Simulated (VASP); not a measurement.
# Mg13Cd3O16 (P1) in VASP: single point with PBEsol

Aim: the single point of Mg13Cd3O16 with PBEsol.

Program: VASP 6.6.1. These are calculated values, not measurements. Logs are shortened: lines on timing, memory, paths and dates and some standing lists are left out, and cuts for length are marked.

## 1. The cell of the first run

The typed cell holds 64 atoms: a = 8.664 Å, b = 8.664 Å, c = 8.664 Å, α = 90.00°, β = 90.00°, γ = 90.00°.

## 2. Single point, PBEsol

Input file INCAR:

```
PREC = Accurate
ENCUT = 520
EDIFF = 1E-6
ISMEAR = -1
SIGMA = 0.05
LREAL = Auto
LASPH = True
NELM = 60
ALGO = Normal
ISIF = 2
LWAVE = False
LCHARG = False
GGA = PS
NBANDS = 196
```

Input file KPOINTS:

```
Automatic mesh
0
Gamma
  1 1 1
  0.5 0.5 0.5
```

Input file POSCAR:

```
Mg13Cd3O16
1.0
    8.6642230911      0.0000000000      0.0000000000
    0.0000000000      8.6642230911      0.0000000000
    0.0000000000      0.0000000000      8.6642230911
O Mg Cd
32 26 6
Direct
    0.2490220000      0.9877700000      0.9841420000
    0.2490210000      0.9985940000      0.5139820000
    0.2497120000      0.5121590000      0.9825800000
    0.2493270000      0.5014880000      0.5145560000
    0.7499400000      0.0109110000      0.9956470000
    0.7499720000      0.0016400000      0.5043320000
    0.7504760000      0.4879280000      0.9835420000
    0.7504420000      0.4995690000      0.5136170000
    0.9885880000      0.2497090000      0.9980560000
    0.9982180000      0.2502000000      0.5014240000
    0.0125880000      0.7490030000      0.9869850000
    0.0013230000      0.7493190000      0.5112180000
    0.5107730000      0.2505120000      0.0008230000
    0.5012410000      0.2506100000      0.5005180000
    0.4889850000      0.7498250000      0.9993360000
    0.4985730000      0.7499880000      0.5021850000
    0.9851700000      0.0126460000      0.2480370000
    0.9977020000      0.0016010000      0.7501310000
    0.9987380000      0.4844440000      0.2461690000
    0.9994730000      0.4978340000      0.7498100000
    0.5118020000      0.0024980000      0.2489930000
    0.5015200000      0.0007480000      0.7505940000
    0.5013920000      0.4987470000      0.2482960000
    0.5004360000      0.4995280000      0.7501400000
    0.2519270000      0.2487360000      0.2673530000
    0.2504660000      0.2494540000      0.7382170000
    0.2646410000      0.7512720000      0.2558990000
    0.2519430000      0.7505320000      0.7463430000
    0.7478400000      0.2385170000      0.2545560000
    0.7490930000      0.2483090000      0.7466250000
    0.7360190000      0.7660470000      0.2667010000
    0.7484420000      0.7518970000      0.7384240000
    0.9968520000      0.0027400000      0.9941830000
    0.9976190000      0.0022140000      0.5053810000
    0.9999150000      0.4967090000      0.9911990000
    0.0000010000      0.4976280000      0.5078170000
    0.5024520000      0.0003710000      0.9973030000
    0.5014860000      0.0005410000      0.5030080000
    0.5000250000      0.4998710000      0.9944640000
    0.4997760000      0.5000690000      0.5049990000
    0.2500720000      0.2499160000      0.5043950000
    0.2521200000      0.7500560000      0.9902700000
    0.2522880000      0.7502530000      0.5066150000
    0.7494290000      0.2483950000      0.9967620000
    0.7492630000      0.2483800000      0.5028980000
    0.7474390000      0.7526140000      0.5045010000
    0.2502040000      0.9987420000      0.7480110000
    0.2504610000      0.5013600000      0.7476580000
    0.7476290000      0.0040160000      0.2535640000
    0.7492250000      0.0021500000      0.7478780000
    0.7494180000      0.4978100000      0.7476970000
    0.9934360000      0.2475920000      0.2532650000
    0.9973110000      0.2493980000      0.7473860000
    0.0015130000      0.7503430000      0.7478220000
    0.5048000000      0.2478570000      0.2532650000
    0.5020060000      0.2497540000      0.7475940000
    0.5001500000      0.7535380000      0.2531440000
    0.4987840000      0.7505780000      0.7477200000
    0.2498320000      0.2499630000      0.9988270000
    0.7492160000      0.7506520000      0.9991660000
    0.2495580000      0.0000350000      0.2500230000
    0.2504010000      0.5003730000      0.2498540000
    0.7494210000      0.4996890000      0.2507110000
    0.9996680000      0.7513270000      0.2506660000
```

Potentials or basis: VASP PAW PBE potentials, release 64 (O, Mg, Cd).

Run with:

```bash
> cat potpaw_PBE.64/O/POTCAR potpaw_PBE.64/Mg/POTCAR potpaw_PBE.64/Cd/POTCAR > POTCAR
> mpirun -np 1 vasp_std > vasp.out
```

OUTCAR:

```text
PREC = Accurate
   ENCUT = 520
   EDIFF = 1E-6
   ISMEAR = -1
   LREAL = Auto
   LASPH = True
   NELM = 60
   ISIF = 2
   GGA = PS

 ion  position               nearest neighbor table
   1  0.249  0.988  0.984-  47 2.05  42 2.06  33 2.19  37 2.20  59 2.28  61 2.31
   2  0.249  0.999  0.514-  47 2.03  43 2.15  41 2.18  34 2.18  38 2.19  61 2.29
   3  0.250  0.512  0.983-  48 2.04  42 2.06  35 2.17  39 2.17  59 2.28  62 2.32
   4  0.249  0.501  0.515-  48 2.02  43 2.16  36 2.16  40 2.17  41 2.18  62 2.29
   5  0.750  0.011  0.996-  44 2.06  33 2.14  37 2.15  50 2.15  49 2.24  60 2.26
   6  0.750  0.002  0.504-  50 2.11  45 2.14  34 2.15  38 2.15  46 2.16  49 2.17
[... 76 lines left out ...]
  58  0.499  0.751  0.748-  16 2.13  28 2.14  32 2.16  22 2.17  24 2.18  15 2.18  43 2.99  42 3.00
                            46 3.01  40 3.02  38 3.03  47 3.04  39 3.05  48 3.05  37 3.06  60 3.07
  59  0.250  0.250  0.999-  26 2.26  13 2.26   9 2.26   1 2.28   3 2.28  25 2.33  35 3.04  39 3.06
                            33 3.06  61 3.07  62 3.07  47 3.08  37 3.08  48 3.08  56 3.08  53 3.09
  60  0.749  0.751  0.999-  15 2.25   5 2.26  32 2.26   7 2.28  11 2.28  31 2.32  37 3.04  33 3.06
                            39 3.06  58 3.07  64 3.08  63 3.08  50 3.08  57 3.08  54 3.09  51 3.09
  61  0.250  0.000  0.250-  27 2.16  25 2.16  21 2.27   2 2.29  17 2.29   1 2.31  57 3.05  64 3.05
                            59 3.07  55 3.08  52 3.09  41 3.09  38 3.09  37 3.10  43 3.10  34 3.11
  62  0.250  0.500  0.250-  23 2.17  27 2.18  19 2.19  25 2.19   4 2.29   3 2.32  59 3.07  64 3.07
                            57 3.08  40 3.09  41 3.09  39 3.09  43 3.10  55 3.11  36 3.11  35 3.12
  63  0.749  0.500  0.251-  23 2.15  19 2.16  29 2.26   8 2.28  31 2.31   7 2.32  52 3.04  55 3.04
                            64 3.07  60 3.08  57 3.08  45 3.08  40 3.09  44 3.10  39 3.10  46 3.10
  64  1.000  0.751  0.251-  12 2.26  17 2.27  11 2.29  31 2.29  27 2.30  19 2.31  61 3.05  62 3.07
                            63 3.07  60 3.08  49 3.09  34 3.10  46 3.10  33 3.11  43 3.12  36 3.13

  LATTYP: Found a simple cubic cell.
 ALAT       =     8.6642230911

  Lattice vectors:

 A1 = (   8.6642230911,   0.0000000000,   0.0000000000)
 A2 = (   0.0000000000,   8.6642230911,   0.0000000000)
 A3 = (   0.0000000000,   0.0000000000,   8.6642230911)

Analysis of symmetry for initial positions (statically):
=====================================================================
 Subroutine PRICEL returns:
 Original cell was already a primitive cell.

 Routine SETGRP: Setting up the symmetry group for a
 simple cubic supercell.

 Subroutine GETGRP returns: Found  1 space group operations
 (whereof  1 operations were pure point group operations)
 out of a pool of 48 trial point group operations.

The static configuration has the point symmetry C_1 .

Analysis of symmetry for dynamics (positions and initial velocities):
=====================================================================
 Subroutine PRICEL returns:
 Original cell was already a primitive cell.

 Routine SETGRP: Setting up the symmetry group for a
 simple cubic supercell.

 Subroutine GETGRP returns: Found  1 space group operations
 (whereof  1 operations were pure point group operations)
 out of a pool of 48 trial point group operations.

The dynamic configuration has the point symmetry C_1 .

 Subroutine INISYM returns: Found  1 space group operations
 (whereof  1 operations are pure point group operations),
 and found     1 'primitive' translations

----------------------------------------------------------------------------------------

                                     Primitive cell

  volume of cell :     650.4125

  direct lattice vectors                    reciprocal lattice vectors
     8.664223091  0.000000000  0.000000000     0.115417157  0.000000000  0.000000000
     0.000000000  8.664223091  0.000000000     0.000000000  0.115417157  0.000000000
     0.000000000  0.000000000  8.664223091     0.000000000  0.000000000  0.115417157

  length of vectors
     8.664223091  8.664223091  8.664223091     0.115417157  0.115417157  0.115417157

  position of ions in fractional coordinates (direct lattice)
     0.249022000  0.987770000  0.984142000
     0.249021000  0.998594000  0.513982000
     0.249712000  0.512159000  0.982580000
     0.249327000  0.501488000  0.514556000
     0.749940000  0.010911000  0.995647000
     0.749972000  0.001640000  0.504332000
[... 56 lines left out ...]
     0.749421000  0.499689000  0.250711000
     0.999668000  0.751327000  0.250666000

  ion indices of the primitive-cell ions
   primitive index   ion index
                 1           1
                 2           2
                 3           3
                 4           4
                 5           5
                 6           6
[... 56 lines left out ...]
                63          63
                64          64

----------------------------------------------------------------------------------------

 KPOINTS: Automatic mesh

Automatic generation of k-mesh.
 Grid dimensions read from file:
 generate k-points for:    1    1    1

 Generating k-lattice:

  Cartesian coordinates                     Fractional coordinates (reciprocal lattice)
     0.115417157  0.000000000  0.000000000     1.000000000  0.000000000  0.000000000
     0.000000000  0.115417157  0.000000000     0.000000000  1.000000000  0.000000000
     0.000000000  0.000000000  0.115417157     0.000000000  0.000000000  1.000000000

  Length of vectors
     0.115417157  0.115417157  0.115417157

  Shift w.r.t. Gamma in fractional coordinates (k-lattice)
     0.500000000  0.500000000  0.500000000

 Subroutine IBZKPT returns following result:
 ===========================================

 Found      1 irreducible k-points:

 Following reciprocal coordinates:
            Coordinates               Weight
  0.500000  0.500000  0.500000      1.000000
   k-points           NKPTS =      1   k-points in BZ     NKDIM =      1   number of bands    NBANDS=    196
   number of dos      NEDOS =    301   number of ions     NIONS =     64
   total plane-waves  NPLWV = 262144
   dimension x,y,z NGX =    64 NGY =   64 NGZ =   64
   dimension x,y,z NGXF=   128 NGYF=  128 NGZF=  128
   ions per type =              32  26   6
   NGX,Y,Z   is equivalent  to a cutoff of  12.28, 12.28, 12.28 a.u.
   NGXF,Y,Z  is equivalent  to a cutoff of  24.56, 24.56, 24.56 a.u.
 SYSTEM =  unknown system
   PREC   = accura    normal or accurate (medium, high low for compatibility)
   ISTART =      0    job   : 0-new  1-cont  2-samecut
   ICHARG =      2    charge: 1-file 2-atom 10-const
   ISPIN  =      1    spin polarized calculation?
   LNONCOLLINEAR =      F non collinear calculations
   LSORBIT =      F    spin-orbit coupling
   LASPH  =      T    aspherical Exc in radial PAW
   ENCUT  =  520.0 eV  38.22 Ry    6.18 a.u.  16.11 16.11 16.11*2*pi/ulx,y,z
   NELM   =     60;   NELMIN=  2; NELMDL= -5     # of ELM steps
   EDIFF  = 0.1E-05   stopping-criterion for ELM
   LREAL  =      T    real-space projection
   EDIFFG = 0.1E-04   stopping-criterion for IOM
   NSW    =      0    number of steps for IOM
[... 5 lines left out ...]
   TEBEG  =    0.0;   TEEND  =   0.0 temperature during run
   PSTRESS=    0.0 pullay stress
   NELECT =     316.0000    total number of electrons
   NUPDOWN=      -1.0000    fix difference up-down
   EMIN   =  10.00;   EMAX   =-10.00  energy-range for DOS
   EFERMI =   0.00;   METHOD = LEGACY
   ISMEAR =    -1;   SIGMA  =   0.05  broadening in eV -4-tet -1-fermi 0-gaus
   EFERMI_NEDOS =   21; number of points for ismear=-14 and -15
   IALGO  =     38    algorithm
   IMIX   =      4    mixing-type and parameters
     AMIX     =   0.40;   BMIX     =  1.00
     AMIX_MAG =   1.60;   BMIX_MAG =  1.00
  volume/ion in A,a.u.               =      10.16        68.58
  Fermi-wavevector in a.u.,A,eV,Ry     =   1.286987  2.432053 22.535821  1.656336
  Thomas-Fermi vector in A             =   2.419029
   LORBIT       =      0    0 simple, 1 ext, 2 COOP (PROOUT), +10 PAW based schemes
   GGA     = PS    functional components
   LHFCALC =     F    Hartree Fock is set to
   AEXX    =    0.0000 exact exchange contribution
   IVDW    =     0    specifies the selected vdW correction
   LEPSILON=     F    determine dielectric tensor
   LRPA    =     F    only Hartree local field effects (RPA)
 non-spin polarized calculation
  energy-cutoff  :      520.00
  volume of cell :      650.41
 maximum number of plane-waves:     17592
 NGX is ok and might be reduce to    64
   NGX = 33   NGY = 33   NGZ = 33

 number of electron     315.9999876 magnetization

 Free energy of the ion-electron system (eV)
  ---------------------------------------------------
  ext. energy  EPLUGINS =         0.00000000
  ---------------------------------------------------
  free energy    TOTEN  =      -372.07502426 eV

  energy without entropy =     -372.07502426  energy(sigma->0) =     -372.07502426

 E-fermi :   4.1251     XC(G=0): -11.3884

 val. band max:        2.8266503132   @ k =   0.5000   0.5000   0.5000
 cond. band min:       7.0684912159   @ k =   0.5000   0.5000   0.5000
 fundamental gap:      4.2418409027
 Fermi energy:         4.1251486337

 k-point     1 :       0.5000    0.5000    0.5000
  band No.  band energies     occupation
      1     -14.0966      2.00000
      2     -14.0298      2.00000
      3     -13.9978      2.00000
      4     -13.9485      2.00000
      5     -13.8933      2.00000
      6     -13.8298      2.00000
[... 162 lines left out ...]
    169      10.3146      0.00000
    170      10.4077      0.00000
 [bands above 170 left out]

------------------------ aborting loop because EDIFF is reached ----------------------------------------

  FORCE on cell =-STRESS in cart. coord.  units (eV):
  Direction    XX          YY          ZZ          XY          YZ          ZX
  --------------------------------------------------------------------------------------
  -------------------------------------------------------------------------------------
  Total        0.8312418      0.6223858     -0.1008219     -0.5794845      0.4972213     -0.2940123
  in kB        2.0476188      1.5331385     -0.2483571     -1.4274587      1.2248175     -0.7242479
  external PRESSURE =       1.1108001 kB  Pullay stress =       0.0000000 kB

 VOLUME and BASIS-vectors are now :
 -----------------------------------------------------------------------------
  energy-cutoff  :      520.00
  volume of cell :      650.41
      direct lattice vectors                 reciprocal lattice vectors
     8.664223091  0.000000000  0.000000000     0.115417157  0.000000000  0.000000000
     0.000000000  8.664223091  0.000000000     0.000000000  0.115417157  0.000000000
     0.000000000  0.000000000  8.664223091     0.000000000  0.000000000  0.115417157

 POSITION                                       TOTAL-FORCE (eV/Angst)
 -----------------------------------------------------------------------------------
      2.15758      8.55826      8.52683         0.000024     -0.085293     -0.065090
      2.15757      8.65204      4.45325        -0.000695     -0.000815      0.071738
      2.16356      4.43746      8.51329        -0.000850      0.083643     -0.060176
      2.16022      4.34500      4.45823        -0.003197      0.001445      0.065514
      6.49765      0.09454      8.62651         0.001675      0.079217      0.001178
      6.49792      0.01421      4.36964         0.001502     -0.001859     -0.001553
[... 56 lines left out ...]
      6.49315      4.32942      2.17222         0.003521      0.008232     -0.005701
      8.66135      6.50966      2.17183         0.002268     -0.009290     -0.005391
 -----------------------------------------------------------------------------------
    total drift:                                0.010600      0.011607      0.007567

  FREE ENERGIE OF THE ION-ELECTRON SYSTEM (eV)
  ---------------------------------------------------
  free  energy   TOTEN  =      -372.0750242614 eV

  energy  without entropy=     -372.0750242614  energy(sigma->0) =     -372.07502426
```

It took 3.8 min on 1 thread of AMD EPYC 9R14 (Zen 4), shared host; peak memory 0.57 GiB.

What came out:

```
Free energy            : -372.0750 eV
Pressure               : 0.1 GPa
Largest force          : 0.127 eV/Å
Band gap on the k mesh : 4.24 eV
```

Forces on the atoms (eV/Å):
```
O    0.000 -0.085 -0.065
O   -0.001 -0.001  0.072
O   -0.001  0.084 -0.060
O   -0.003  0.001  0.066
O    0.002  0.079  0.001
O    0.002 -0.002 -0.002
O    0.001 -0.078 -0.062
O    0.001  0.003  0.071
O   -0.076  0.001  0.003
O    0.001  0.002 -0.005
O    0.079 -0.002 -0.070
O   -0.001 -0.002  0.077
O    0.075  0.002  0.003
O    0.001  0.001 -0.004
O   -0.082 -0.002  0.006
O    0.000 -0.001 -0.006
O   -0.073  0.086 -0.002
O    0.002 -0.002  0.003
O    0.014 -0.077 -0.006
O    0.000  0.001  0.004
O    0.077 -0.002 -0.005
O    0.002  0.000  0.003
O   -0.014 -0.001 -0.005
O    0.000  0.000  0.002
O    0.001  0.014  0.073
O    0.000  0.001 -0.085
O    0.084 -0.010  0.009
O   -0.002  0.000  0.003
O   -0.001 -0.081  0.002
O   -0.001  0.002  0.004
O   -0.080  0.072  0.069
O    0.001  0.000 -0.083
Mg  -0.006  0.004 -0.010
Mg  -0.004  0.004  0.010
Mg   0.000 -0.005 -0.012
Mg   0.000 -0.003  0.013
Mg   0.006 -0.001 -0.005
Mg   0.004 -0.001  0.006
Mg   0.000  0.000 -0.010
Mg   0.000  0.000  0.010
Mg   0.000  0.000  0.009
Mg   0.004  0.000 -0.010
Mg   0.004  0.000  0.012
Mg   0.000 -0.005 -0.006
Mg   0.000 -0.005  0.005
Mg  -0.005  0.005  0.010
Mg  -0.001 -0.005 -0.006
Mg  -0.001  0.005 -0.007
Mg  -0.005  0.012  0.004
Mg   0.000  0.005 -0.005
Mg   0.001 -0.005 -0.006
Mg  -0.011 -0.004  0.005
Mg  -0.006  0.000 -0.006
Mg   0.005 -0.001 -0.007
Mg   0.010 -0.004  0.005
Mg   0.005  0.000 -0.007
Mg  -0.002  0.005  0.006
Mg  -0.005  0.000 -0.007
Cd  -0.001  0.001  0.014
Cd   0.004 -0.003  0.012
Cd  -0.004 -0.002 -0.009
Cd  -0.005  0.001 -0.006
Cd   0.004  0.008 -0.006
Cd   0.002 -0.009 -0.005
```

Caveat: the k points lie up to 0.73 Å⁻¹ apart; the PAW data sets were made with another functional, which shifts forces and pressure a little. A k mesh can miss the band edges.
